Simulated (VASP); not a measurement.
# C (P6_3/mmc) in VASP: a series of runs

C is run at these levels: PBE; tasks: single point.

The COD entry that gives the cell may itself be a prediction, so a difference from it is no test against experiment.

All numbers are computed with VASP 6.6.1; they aren't measurements. Logs are shortened: lines on timing, memory, paths and dates and some standing lists are left out, and cuts for length are marked.

## Step 1: The cell of the first run

The structure is hexagonal, space group P6_3/mmc (No. 194). Conventional cell: a = 2.581 Å, b = 2.581 Å, c = 8.097 Å, α = 90.00°, β = 90.00°, γ = 120.00°. C (site symmetry 3m) has 4 C at 1.51 to 1.57 Å within 2.0 Å. C (site symmetry 3m) has 4 C at 1.53 to 1.57 Å within 2.0 Å.

## Step 2: Single point, PBE (strain +0.025 along x and y, -0.025 along z)

INCAR reads:

```
PREC = Accurate ; ENCUT = 520
EDIFF = 1E-7 ; ISMEAR = 0
SIGMA = 0.05 ; LREAL = False
LASPH = True ; NELM = 100
ALGO = Normal ; ISIF = 2
LWAVE = False ; LCHARG = True
GGA = PE ; LELF = True
LVHAR = True ; NBANDS = 26
```

KPOINTS reads:

```
Automatic mesh
0
Gamma
  12 12 4
```

POSCAR reads:

```
C
1.0
    2.5809689538      0.0000000000      0.0000000000
   -1.2904844769      2.2351846804      0.0000000000
    0.0000000000      0.0000000000      8.0969734774
C
8
Direct
    0.0000000000      0.0000000000      0.0929681641
    0.0000000000      0.0000000000      0.5929681641
    0.0000000000      0.0000000000      0.4070318359
    0.0000000000      0.0000000000      0.9070318359
    0.3333333333      0.6666666667      0.1555285626
    0.6666666667      0.3333333333      0.6555285626
    0.3333333333      0.6666666667      0.3444714374
    0.6666666667      0.3333333333      0.8444714374
```

Potentials or basis: VASP PAW PBE potentials, release 64 (C).

Launch:

```sh
cat potpaw_PBE.64/C/POTCAR > POTCAR
mpirun -np 1 vasp_std > vasp.out
```

OUTCAR:

```text
PREC = Accurate
   ENCUT = 520
   EDIFF = 1E-7
   ISMEAR = 0
   LREAL = False
   LASPH = True
   NELM = 100
   ISIF = 2
   GGA = PE

 ion  position               nearest neighbor table
   1  0.000  0.000  0.093-   4 1.51   5 1.57   5 1.57   5 1.57
   2  0.000  0.000  0.593-   3 1.51   6 1.57   6 1.57   6 1.57
   3  0.000  0.000  0.407-   2 1.51   7 1.57   7 1.57   7 1.57
   4  0.000  0.000  0.907-   1 1.51   8 1.57   8 1.57   8 1.57
   5  0.333  0.667  0.156-   7 1.53   1 1.57   1 1.57   1 1.57
   6  0.667  0.333  0.656-   8 1.53   2 1.57   2 1.57   2 1.57
   7  0.333  0.667  0.344-   5 1.53   3 1.57   3 1.57   3 1.57
   8  0.667  0.333  0.844-   6 1.53   4 1.57   4 1.57   4 1.57

  LATTYP: Found a hexagonal cell.
 ALAT       =     2.5809689538
 C/A-ratio  =     3.1371836013

  Lattice vectors:

 A1 = (   2.5809689538,   0.0000000000,   0.0000000000)
 A2 = (  -1.2904844769,   2.2351846804,   0.0000000000)
 A3 = (   0.0000000000,   0.0000000000,   8.0969734774)

Analysis of symmetry for initial positions (statically):
=====================================================================
 Subroutine PRICEL returns:
 Original cell was already a primitive cell.

 Routine SETGRP: Setting up the symmetry group for a
 hexagonal supercell.

 Subroutine GETGRP returns: Found 24 space group operations
 (whereof 12 operations were pure point group operations)
 out of a pool of 24 trial point group operations.

The static configuration has the point symmetry D_3d.
 The point group associated with its full space group is D_6h.

Analysis of symmetry for dynamics (positions and initial velocities):
=====================================================================
 Subroutine PRICEL returns:
 Original cell was already a primitive cell.

 Routine SETGRP: Setting up the symmetry group for a
 hexagonal supercell.

 Subroutine GETGRP returns: Found 24 space group operations
 (whereof 12 operations were pure point group operations)
 out of a pool of 24 trial point group operations.

The dynamic configuration has the point symmetry D_3d.
 The point group associated with its full space group is D_6h.

 Subroutine INISYM returns: Found 24 space group operations
 (whereof 12 operations are pure point group operations),
 and found     1 'primitive' translations

----------------------------------------------------------------------------------------

                                     Primitive cell

  volume of cell :      46.7110

  direct lattice vectors                    reciprocal lattice vectors
     2.580968954  0.000000000  0.000000000     0.387451387  0.223695162  0.000000000
    -1.290484477  2.235184680  0.000000000     0.000000000  0.447390325  0.000000000
     0.000000000  0.000000000  8.096973477     0.000000000  0.000000000  0.123502936

  length of vectors
     2.580968954  2.580968954  8.096973477     0.447390325  0.447390325  0.123502936

  position of ions in fractional coordinates (direct lattice)
     0.000000000  0.000000000  0.092968164
     0.000000000  0.000000000  0.592968164
     0.000000000  0.000000000  0.407031836
     0.000000000  0.000000000  0.907031836
     0.333333333  0.666666667  0.155528563
     0.666666667  0.333333333  0.655528563
     0.333333333  0.666666667  0.344471437
     0.666666667  0.333333333  0.844471437

  ion indices of the primitive-cell ions
   primitive index   ion index
                 1           1
                 2           2
                 3           3
                 4           4
                 5           5
                 6           6
                 7           7
                 8           8

----------------------------------------------------------------------------------------

 KPOINTS: Automatic mesh

Automatic generation of k-mesh.
 Grid dimensions read from file:
 generate k-points for:   12   12    4

 Generating k-lattice:

  Cartesian coordinates                     Fractional coordinates (reciprocal lattice)
     0.032287616  0.018641264  0.000000000     0.083333333  0.000000000  0.000000000
     0.000000000  0.037282527  0.000000000     0.000000000  0.083333333  0.000000000
     0.000000000  0.000000000  0.030875734     0.000000000  0.000000000  0.250000000

  Length of vectors
     0.037282527  0.037282527  0.030875734

  Shift w.r.t. Gamma in fractional coordinates (k-lattice)
     0.000000000  0.000000000  0.000000000

 Subroutine IBZKPT returns following result:
 ===========================================

 Found     57 irreducible k-points:

 Following reciprocal coordinates:
            Coordinates               Weight
  0.000000  0.000000  0.000000      1.000000
  0.083333  0.000000  0.000000      6.000000
  0.166667  0.000000  0.000000      6.000000
  0.250000  0.000000  0.000000      6.000000
  0.333333  0.000000  0.000000      6.000000
  0.416667  0.000000  0.000000      6.000000
[... 16 lines left out ...]
  0.250000  0.000000  0.250000     12.000000
  0.333333  0.000000  0.250000     12.000000
 [... further k-points ...]
   k-points           NKPTS =     57   k-points in BZ     NKDIM =     57   number of bands    NBANDS=     26
   number of dos      NEDOS =    301   number of ions     NIONS =      8
   total plane-waves  NPLWV =  24000
   dimension x,y,z NGX =    20 NGY =   20 NGZ =   60
   dimension x,y,z NGXF=    40 NGYF=   40 NGZF=  120
   ions per type =               8
   NGX,Y,Z   is equivalent  to a cutoff of  12.88, 12.88, 12.32 a.u.
   NGXF,Y,Z  is equivalent  to a cutoff of  25.76, 25.76, 24.64 a.u.
 SYSTEM =  unknown system
   PREC   = accura    normal or accurate (medium, high low for compatibility)
   ISTART =      0    job   : 0-new  1-cont  2-samecut
   ICHARG =      2    charge: 1-file 2-atom 10-const
   ISPIN  =      1    spin polarized calculation?
   LNONCOLLINEAR =      F non collinear calculations
   LSORBIT =      F    spin-orbit coupling
   LASPH  =      T    aspherical Exc in radial PAW
   ENCUT  =  520.0 eV  38.22 Ry    6.18 a.u.   4.80  4.80 15.06*2*pi/ulx,y,z
   NELM   =    100;   NELMIN=  2; NELMDL= -5     # of ELM steps
   EDIFF  = 0.1E-06   stopping-criterion for ELM
   LREAL  =      F    real-space projection
   EDIFFG = 0.1E-05   stopping-criterion for IOM
   NSW    =      0    number of steps for IOM
   IBRION =     -1    ionic relax: 0-MD 1-quasi-New 2-CG
   NFREE  =      0    steps in history (QN), initial steepest desc. (CG)
   ISIF   =      2    stress and relaxation
   ISYM   =      2    0-nonsym 1-usesym 2-fastsym
   POTIM  = 0.5000    time-step for ionic-motion
   TEBEG  =    0.0;   TEEND  =   0.0 temperature during run
   PSTRESS=    0.0 pullay stress
   NELECT =      32.0000    total number of electrons
   NUPDOWN=      -1.0000    fix difference up-down
   EMIN   =  10.00;   EMAX   =-10.00  energy-range for DOS
   EFERMI =   0.00;   METHOD = LEGACY
   ISMEAR =     0;   SIGMA  =   0.05  broadening in eV -4-tet -1-fermi 0-gaus
   EFERMI_NEDOS =   21; number of points for ismear=-14 and -15
   IALGO  =     38    algorithm
   IMIX   =      4    mixing-type and parameters
     AMIX     =   0.40;   BMIX     =  1.00
     AMIX_MAG =   1.60;   BMIX_MAG =  1.00
  volume/ion in A,a.u.               =       5.84        39.40
  Fermi-wavevector in a.u.,A,eV,Ry     =   1.443173  2.727202 28.337527  2.082750
  Thomas-Fermi vector in A             =   2.561611
   LORBIT       =      0    0 simple, 1 ext, 2 COOP (PROOUT), +10 PAW based schemes
   GGA     = PE    functional components
   LHFCALC =     F    Hartree Fock is set to
   AEXX    =    0.0000 exact exchange contribution
   IVDW    =     0    specifies the selected vdW correction
   LEPSILON=     F    determine dielectric tensor
   LRPA    =     F    only Hartree local field effects (RPA)
 non-spin polarized calculation
 Gauss-broadening in eV      SIGMA  =   0.05
  energy-cutoff  :      520.00
  volume of cell :       46.71
 maximum number of plane-waves:      1276
 NGX is ok and might be reduce to    20
   NGX =  9   NGY =  9   NGZ = 31

 number of electron      32.0000001 magnetization

 Free energy of the ion-electron system (eV)
  ---------------------------------------------------
  ext. energy  EPLUGINS =         0.00000000
  ---------------------------------------------------
  free energy    TOTEN  =       -72.35895246 eV

  energy without entropy =      -72.35895246  energy(sigma->0) =      -72.35895246

 E-fermi :   9.7017     XC(G=0): -13.0996

 val. band max:        9.4892144602   @ k =   0.0000   0.0000   0.0000
 cond. band min:      13.3314364663   @ k =   0.5000   0.0000   0.0000
 fundamental gap:      3.8422220060
 Fermi energy:         9.7017039311

 k-point     1 :       0.0000    0.0000    0.0000
  band No.  band energies     occupation
      1     -11.7994      2.00000
      2     -10.0583      2.00000
      3      -9.9680      2.00000
      4      -5.5620      2.00000
      5      -3.8202      2.00000
      6       3.2465      2.00000
[... 18 lines left out ...]
     25      17.1160      0.00000
     26      17.1160      0.00000

 k-point     2 :       0.0833    0.0000    0.0000
  band No.  band energies     occupation
      1     -11.6371      2.00000
      2      -9.8986      2.00000
      3      -9.8091      2.00000
      4      -5.4174      2.00000
      5      -3.6785      2.00000
      6       3.2882      2.00000
[... 18 lines left out ...]
     25      17.4598      0.00000
     26      17.4801      0.00000

 k-point     3 :       0.1667    0.0000    0.0000
  band No.  band energies     occupation
      1     -11.1522      2.00000
      2      -9.4219      2.00000
      3      -9.3353      2.00000
      4      -4.9863      2.00000
      5      -3.2706      2.00000
      6       3.1855      2.00000
[... 18 lines left out ...]
     25      18.4549      0.00000
     26      18.5455      0.00000

 k-point     4 :       0.2500    0.0000    0.0000
  band No.  band energies     occupation
      1     -10.3522      2.00000
      2      -8.6368      2.00000
      3      -8.5570      2.00000
      4      -4.2784      2.00000
      5      -2.6840      2.00000
      6       1.1143      2.00000
[... 18 lines left out ...]
     25      19.5640      0.00000
     26      19.7334      0.00000

 k-point     5 :       0.3333    0.0000    0.0000
  band No.  band energies     occupation
      1      -9.2546      2.00000
      2      -7.5654      2.00000
      3      -7.5045      2.00000
      4      -3.3313      2.00000
      5      -2.4521      2.00000
      6      -0.7598      2.00000
[... 18 lines left out ...]
     25      20.8365      0.00000
     26      20.8581      0.00000

 k-point     6 :       0.4167    0.0000    0.0000
  band No.  band energies     occupation
      1      -7.9118      2.00000
      2      -6.3215      2.00000
      3      -6.2814      2.00000
      4      -3.6876      2.00000
      5      -2.6299      2.00000
      6      -2.2737      2.00000
[... 427 lines left out ...]
 k-point    21 :       0.0833    0.0000    0.2500
  band No.  band energies     occupation
      1     -11.5248      2.00000
      2     -10.6310      2.00000
      3      -8.8664      2.00000
      4      -6.3676      2.00000
      5      -2.5552      2.00000
      6       1.2732      2.00000
[... 18 lines left out ...]
     25      17.5844      0.00000
     26      17.8415      0.00000

 k-point    22 :       0.1667    0.0000    0.2500
  band No.  band energies     occupation
      1     -11.0404      2.00000
      2     -10.1511      2.00000
      3      -8.3980      2.00000
      4      -5.9229      2.00000
      5      -2.1742      2.00000
      6       1.4801      2.00000
[... 18 lines left out ...]
     25      18.7857      0.00000
     26      19.0740      0.00000

 k-point    23 :       0.2500    0.0000    0.2500
  band No.  band energies     occupation
      1     -10.2414      2.00000
      2      -9.3606      2.00000
      3      -7.6296      2.00000
      4      -5.1990      2.00000
      5      -1.6525      2.00000
      6       1.0676      2.00000
[... 18 lines left out ...]
     25      19.5763      0.00000
     26      20.6471      0.00000

 k-point    24 :       0.3333    0.0000    0.2500
  band No.  band energies     occupation
      1      -9.1456      2.00000
      2      -8.2810      2.00000
      3      -6.5944      2.00000
      4      -4.2601      2.00000
      5      -1.7940      2.00000
      6      -0.7107      2.00000
[... 18 lines left out ...]
     25      19.6643      0.00000
     26      22.0190      0.00000

 [... further k-points ...]
[... 5 lines left out ...]
  --------------------------------------------------------------------------------------
  -------------------------------------------------------------------------------------
  Total       -8.0130675     -8.0130675      9.1389870      0.0000000      0.0000000      0.0000000
  in kB     -274.8466680   -274.8466681    313.4654862      0.0000000      0.0000000      0.0000000
  external PRESSURE =     -78.7426166 kB  Pullay stress =       0.0000000 kB

 VOLUME and BASIS-vectors are now :
 -----------------------------------------------------------------------------
  energy-cutoff  :      520.00
  volume of cell :       46.71
      direct lattice vectors                 reciprocal lattice vectors
     2.580968954  0.000000000  0.000000000     0.387451387  0.223695162  0.000000000
    -1.290484477  2.235184680  0.000000000     0.000000000  0.447390325  0.000000000
     0.000000000  0.000000000  8.096973477     0.000000000  0.000000000  0.123502936

 POSITION                                       TOTAL-FORCE (eV/Angst)
 -----------------------------------------------------------------------------------
      0.00000      0.00000      0.75276        -0.000000     -0.000000      0.139669
      0.00000      0.00000      4.80125         0.000000     -0.000000      0.139669
      0.00000      0.00000      3.29573        -0.000000      0.000000     -0.139669
      0.00000      0.00000      7.34421         0.000000      0.000000     -0.139669
     -0.00000      1.49012      1.25931        -0.000000     -0.000000     -0.238625
      1.29048      0.74506      5.30780         0.000000      0.000000     -0.238625
     -0.00000      1.49012      2.78918         0.000000     -0.000000      0.238625
      1.29048      0.74506      6.83766        -0.000000      0.000000      0.238625
 -----------------------------------------------------------------------------------
    total drift:                                0.000000     -0.000000      0.000000

  FREE ENERGIE OF THE ION-ELECTRON SYSTEM (eV)
  ---------------------------------------------------
  free  energy   TOTEN  =       -72.3589524608 eV

  energy  without entropy=      -72.3589524608  energy(sigma->0) =      -72.35895246
```

Run time: 38 s. Hardware: 1 thread of Intel Xeon 6975P-C (Granite Rapids), shared host; peak memory 0.17 GiB.

What came out:

| Quantity | Value |
| --- | --- |
| Free energy | -72.3590 eV |
| Pressure | -7.9 GPa |
| Largest force | 0.239 eV/Å |
| Band gap on the k mesh | 3.84 eV, indirect (least direct gap 4.66 eV) |

Forces in eV/Å, atoms in the order of the input:
```
C    0.000  0.000  0.140
C    0.000  0.000  0.140
C    0.000  0.000 -0.140
C    0.000  0.000 -0.140
C    0.000  0.000 -0.239
C    0.000  0.000 -0.239
C    0.000  0.000  0.239
C    0.000  0.000  0.239
```

Stress tensor (GPa, compression positive):
```
-27.48   0.00   0.00
  0.00 -27.48   0.00
  0.00   0.00  31.35
```

Levels at points of the mesh, in eV from the valence-band top:
```
           k point  band 14  band 15  band 16  band 17  band 18  band 19
(0.00, 0.00, 0.00)    -0.33     0.00     0.00     4.66     4.66     6.38
(0.50, 0.00, 0.00)    -4.33    -3.52    -2.69     3.84     5.27     5.54
(0.00, 0.00, 0.50)    -0.79    -0.79    -0.79     5.56     5.56     5.56
(0.50, 0.00, 0.50)    -4.62    -3.52    -3.52     4.23     4.23     7.10
```

Caveat: the cell differs from its parent crystal (strain +0.025 along x and y, -0.025 along z). A k mesh can miss the band edges.

(Part 1 of 3 ends here.)
